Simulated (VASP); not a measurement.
# CdSn2 (I4/mmm) in VASP: notebook, part 3 of 3

VASP 6.6.1. Earlier steps stand in the parts before.

## Step 5: Single point, PBE

This run uses another cell than the first one, of 26.76 Å³/atom.

INCAR

```
SYSTEM = CdSn2
PREC     = Accurate       ! precision mode
ENCUT    = 520            ! plane-wave cutoff, eV
EDIFF    = 1E-6           ! SCF threshold, eV
ISMEAR   = 0              ! smearing method
SIGMA    = 0.1            ! smearing width, eV
LREAL    = .False.        ! projectors in reciprocal space
LASPH    = .True.         ! aspherical terms in the spheres
NELM     = 80             ! most SCF steps
ALGO     = Fast           ! electronic algorithm
ISIF     = 2              ! what is computed and relaxed
LWAVE    = .False.        ! write WAVECAR
LCHARG   = .False.        ! write CHGCAR
GGA      = PE             ! functional
NBANDS   = 27             ! bands
```

KPOINTS

```
regular mesh
0
Gamma
  16 16 16
  0 0 0
```

POSCAR

```
CdSn2
1.0
   -2.0121542621      2.0121542621      4.9569242706
    2.0121542621     -2.0121542621      4.9569242706
    2.0121542621      2.0121542621     -4.9569242706
Cd Sn
1 2
Direct
    0.0000000000      0.0000000000      0.0000000000
    0.6677685784      0.6677685784      0.0000000000
    0.3322314216      0.3322314216      0.0000000000
```

Potentials or basis: VASP PAW PBE potentials, release 64 (Cd, Sn_d).

Started as:

```
> cat potpaw_PBE.64/Cd/POTCAR potpaw_PBE.64/Sn_d/POTCAR > POTCAR
> mpirun -np 1 vasp_std > vasp.out
```

OUTCAR:

```text
SYSTEM = CdSn2
   PREC = Accurate
   ENCUT = 520
   EDIFF = 1E-6
   ISMEAR = 0
   LREAL = .False.
   LASPH = .True.
   NELM = 80
   ISIF = 2
   GGA = PE

 ion  position               nearest neighbor table
   1  0.000  0.000  0.000-   2 3.29   3 3.29   2 3.30   2 3.30   2 3.30   3 3.30   3 3.30   3 3.30
                             2 3.30   3 3.30
   2  0.668  0.668  0.000-   3 3.28   3 3.28   3 3.28   3 3.28   1 3.29   1 3.30   1 3.30   1 3.30
                             1 3.30   3 3.33
   3  0.332  0.332  0.000-   2 3.28   2 3.28   2 3.28   2 3.28   1 3.29   1 3.30   1 3.30   1 3.30
                             1 3.30   2 3.33

  LATTYP: Found a body centered tetragonal cell.
 ALAT       =     4.0243085242
 C/A-ratio  =     2.4634911766

  Lattice vectors:

 A1 = (  -2.0121542621,   2.0121542621,   4.9569242706)
 A2 = (   2.0121542621,  -2.0121542621,   4.9569242706)
 A3 = (   2.0121542621,   2.0121542621,  -4.9569242706)

Analysis of symmetry for initial positions (statically):
=====================================================================
 Subroutine PRICEL returns:
 Original cell was already a primitive cell.

 Routine SETGRP: Setting up the symmetry group for a
 body centered tetragonal supercell.

 Subroutine GETGRP returns: Found 16 space group operations
 (whereof 16 operations were pure point group operations)
 out of a pool of 16 trial point group operations.

The static configuration has the point symmetry D_4h.

Analysis of symmetry for dynamics (positions and initial velocities):
=====================================================================
 Subroutine PRICEL returns:
 Original cell was already a primitive cell.

 Routine SETGRP: Setting up the symmetry group for a
 body centered tetragonal supercell.

 Subroutine GETGRP returns: Found 16 space group operations
 (whereof 16 operations were pure point group operations)
 out of a pool of 16 trial point group operations.

The dynamic configuration has the point symmetry D_4h.

 Subroutine INISYM returns: Found 16 space group operations
 (whereof 16 operations are pure point group operations),
 and found     1 'primitive' translations

----------------------------------------------------------------------------------------

                                     Primitive cell

  volume of cell :      80.2777

  direct lattice vectors                    reciprocal lattice vectors
    -2.012154262  2.012154262  4.956924271     0.000000000  0.248489894  0.100869001
     2.012154262 -2.012154262  4.956924271     0.248489894  0.000000000  0.100869001
     2.012154262  2.012154262 -4.956924271     0.248489894  0.248489894  0.000000000

  length of vectors
     5.715647625  5.715647625  5.715647625     0.268182369  0.268182369  0.351417779

  position of ions in fractional coordinates (direct lattice)
     0.000000000  0.000000000  0.000000000
     0.667768578  0.667768578  0.000000000
     0.332231422  0.332231422  0.000000000

  ion indices of the primitive-cell ions
   primitive index   ion index
                 1           1
                 2           2
                 3           3

----------------------------------------------------------------------------------------

 KPOINTS: regular mesh

Automatic generation of k-mesh.
 Grid dimensions read from file:
 generate k-points for:   16   16   16

 Generating k-lattice:

  Cartesian coordinates                     Fractional coordinates (reciprocal lattice)
     0.000000000  0.015530618  0.006304313     0.062500000  0.000000000 -0.000000000
     0.015530618  0.000000000  0.006304313     0.000000000  0.062500000 -0.000000000
     0.015530618  0.015530618  0.000000000     0.000000000  0.000000000  0.062500000

  Length of vectors
     0.016761398  0.016761398  0.021963611

  Shift w.r.t. Gamma in fractional coordinates (k-lattice)
     0.000000000  0.000000000  0.000000000

 Subroutine IBZKPT returns following result:
 ===========================================

 Found    349 irreducible k-points:

 Following reciprocal coordinates:
            Coordinates               Weight
  0.000000  0.000000  0.000000      1.000000
  0.062500  0.000000  0.000000      8.000000
  0.125000  0.000000  0.000000      8.000000
  0.187500 -0.000000  0.000000      8.000000
  0.250000  0.000000  0.000000      8.000000
  0.312500  0.000000  0.000000      8.000000
[... 16 lines left out ...]
 -0.125000  0.062500  0.000000     16.000000
 -0.062500  0.062500  0.000000      4.000000
 [... further k-points ...]
   k-points           NKPTS =    349   k-points in BZ     NKDIM =    349   number of bands    NBANDS=     27
   number of dos      NEDOS =    301   number of ions     NIONS =      3
   total plane-waves  NPLWV = 110592
   dimension x,y,z NGX =    48 NGY =   48 NGZ =   48
   dimension x,y,z NGXF=    96 NGYF=   96 NGZF=   96
   ions per type =               1   2
   NGX,Y,Z   is equivalent  to a cutoff of  13.96, 13.96, 13.96 a.u.
   NGXF,Y,Z  is equivalent  to a cutoff of  27.92, 27.92, 27.92 a.u.
 SYSTEM =  CdSn2
   PREC   = accura    normal or accurate (medium, high low for compatibility)
   ISTART =      0    job   : 0-new  1-cont  2-samecut
   ICHARG =      2    charge: 1-file 2-atom 10-const
   ISPIN  =      1    spin polarized calculation?
   LNONCOLLINEAR =      F non collinear calculations
   LSORBIT =      F    spin-orbit coupling
   LASPH  =      T    aspherical Exc in radial PAW
   ENCUT  =  520.0 eV  38.22 Ry    6.18 a.u.  10.63 10.63 10.63*2*pi/ulx,y,z
   NELM   =     80;   NELMIN=  2; NELMDL= -5     # of ELM steps
   EDIFF  = 0.1E-05   stopping-criterion for ELM
   LREAL  =      F    real-space projection
   EDIFFG = 0.1E-04   stopping-criterion for IOM
   NSW    =      0    number of steps for IOM
   IBRION =     -1    ionic relax: 0-MD 1-quasi-New 2-CG
   NFREE  =      0    steps in history (QN), initial steepest desc. (CG)
   ISIF   =      2    stress and relaxation
   ISYM   =      2    0-nonsym 1-usesym 2-fastsym
   POTIM  = 0.5000    time-step for ionic-motion
   TEBEG  =    0.0;   TEEND  =   0.0 temperature during run
   PSTRESS=    0.0 pullay stress
   NELECT =      40.0000    total number of electrons
   NUPDOWN=      -1.0000    fix difference up-down
   EMIN   =  10.00;   EMAX   =-10.00  energy-range for DOS
   EFERMI =   0.00;   METHOD = LEGACY
   ISMEAR =     0;   SIGMA  =   0.10  broadening in eV -4-tet -1-fermi 0-gaus
   EFERMI_NEDOS =   21; number of points for ismear=-14 and -15
   IALGO  =     68    algorithm
   IMIX   =      4    mixing-type and parameters
     AMIX     =   0.40;   BMIX     =  1.00
     AMIX_MAG =   1.60;   BMIX_MAG =  1.00
  volume/ion in A,a.u.               =      26.76       180.58
  Fermi-wavevector in a.u.,A,eV,Ry     =   1.297866  2.452611 22.918421  1.684456
  Thomas-Fermi vector in A             =   2.429231
   LORBIT       =      0    0 simple, 1 ext, 2 COOP (PROOUT), +10 PAW based schemes
   GGA     = PE    functional components
   LHFCALC =     F    Hartree Fock is set to
   AEXX    =    0.0000 exact exchange contribution
   IVDW    =     0    specifies the selected vdW correction
   LEPSILON=     F    determine dielectric tensor
   LRPA    =     F    only Hartree local field effects (RPA)
 non-spin polarized calculation
 RMM-DIIS sequential band-by-band and
 Gauss-broadening in eV      SIGMA  =   0.10
  energy-cutoff  :      520.00
  volume of cell :       80.28
 maximum number of plane-waves:      2193
 NGX is ok and might be reduce to    48
   NGX = 21   NGY = 21   NGZ = 21

 number of electron      40.0000001 magnetization

 Free energy of the ion-electron system (eV)
  ---------------------------------------------------
  ext. energy  EPLUGINS =         0.00000000
  ---------------------------------------------------
  free energy    TOTEN  =        -8.20898046 eV

  energy without entropy =       -8.20108861  energy(sigma->0) =       -8.20503454

 E-fermi :   6.0340     XC(G=0): -10.2765

 val. band max:        6.0316509258   @ k =   0.4375   0.3125   0.0625
 cond. band min:       6.0407019390   @ k =   0.1250   0.0625   0.0000
 fundamental gap:      0.0090510131
 Fermi energy:         6.0339585033

 k-point     1 :       0.0000    0.0000    0.0000
  band No.  band energies     occupation
      1     -15.5031      2.00000
      2     -15.4904      2.00000
      3     -15.4618      2.00000
      4     -15.4618      2.00000
      5     -15.4587      2.00000
      6     -15.4380      2.00000
[... 709 lines left out ...]
     26      12.3556      0.00000
     27      13.5196      0.00000

 [... further k-points ...]

------------------------ aborting loop because EDIFF is reached ----------------------------------------

  FORCE on cell =-STRESS in cart. coord.  units (eV):
  Direction    XX          YY          ZZ          XY          YZ          ZX
  --------------------------------------------------------------------------------------
  -------------------------------------------------------------------------------------
  Total        0.0191858      0.0191858      0.0234756      0.0000000     -0.0000000      0.0000000
  in kB        0.3829098      0.3829098      0.4685240      0.0000000     -0.0000000      0.0000000
  external PRESSURE =       0.4114479 kB  Pullay stress =       0.0000000 kB

 VOLUME and BASIS-vectors are now :
 -----------------------------------------------------------------------------
  energy-cutoff  :      520.00
  volume of cell :       80.28
      direct lattice vectors                 reciprocal lattice vectors
    -2.012154262  2.012154262  4.956924271     0.000000000  0.248489894  0.100869001
     2.012154262 -2.012154262  4.956924271     0.248489894  0.000000000  0.100869001
     2.012154262  2.012154262 -4.956924271     0.248489894  0.248489894  0.000000000

 POSITION                                       TOTAL-FORCE (eV/Angst)
 -----------------------------------------------------------------------------------
      0.00000      0.00000      0.00000         0.000000      0.000000     -0.000000
      0.00000      0.00000      6.62016         0.000000      0.000000      0.001554
      0.00000      0.00000      3.29369        -0.000000     -0.000000     -0.001554
 -----------------------------------------------------------------------------------
    total drift:                                0.000000      0.000000     -0.000000

  FREE ENERGIE OF THE ION-ELECTRON SYSTEM (eV)
  ---------------------------------------------------
  free  energy   TOTEN  =        -8.2089804627 eV

  energy  without entropy=       -8.2010886095  energy(sigma->0) =       -8.20503454
```

Run time: 30 min. Hardware: 1 thread of Oxide Virtual Turin-like, shared host; peak memory 0.8 GiB.

Results:

```yaml
Free_energy: -8.2090 eV
Pressure: 0.0 GPa
Band_gap_on_the_k_mesh: zero (bands 20 and 21 overlap by 3.69 eV)
```

Levels at points of the mesh, in eV from the Fermi level:
```
           k point  band 16  band 17  band 18  band 19  band 20  band 21  band 22  band 23  band 24  band 25
(0.00, 0.00, 0.00)    -8.57    -4.49    -2.75     0.35     0.51     0.51     1.48     1.96     1.96     4.55
(0.50, 0.00, 0.00)    -8.03    -6.91    -3.57    -3.41     1.97     2.29     2.39     2.61     4.00     4.41
(0.50, 0.50, 0.00)    -6.26    -5.72    -4.03    -2.59    -2.47    -1.47     1.14     1.16     2.68     3.39
(0.50, 0.50, 0.50)    -8.58    -7.71    -1.30    -0.75    -0.75     3.03     3.90     5.02     5.30     5.30
```

Caveat: spin-orbit coupling is left out, which moves the levels of the heavy elements.

## Step 6: Overview

| task | cell | k mesh | cutoff (eV) | gap on the mesh (eV) | pressure (GPa) | largest force (eV/Å) |
| --- | --- | --- | --- | --- | --- | --- |
| single point | a = 5.518 Å, angles 138.6, 138.6, 59.9°, 3 atoms, atomic positions A | 6 × 6 × 6 | 520 | none | 5.8 | 0.17 |
| single point | a = 5.687 Å, angles 138.3, 138.3, 60.5°, 3 atoms, atomic positions B | 6 × 6 × 6 | 520 | none | 0.0 | 0.01 |
| relaxation of cell and atoms | relaxed from a = 5.518 Å, angles 138.6, 138.6, 59.9°, 3 atoms, atomic positions A | 6 × 6 × 6 | 600 | none | 0.1 | 0.01 |
| single point | a = 5.716 Å, angles 138.8, 138.8, 59.7°, 3 atoms, atomic positions C | 16 × 16 × 16 | 520 | none | 0.0 | - |

Alike in all rows: level PBE; potentials or basis VASP PAW PBE potentials, release 64 (Cd, Sn_d); no spin polarisation; smearing gaussian 0.1 eV.

Caveats: spin-orbit coupling is left out, which moves the levels of the heavy elements; the cell stands under pressure (at least some runs).

Absolute energies hang on the potentials; compare differences alone.
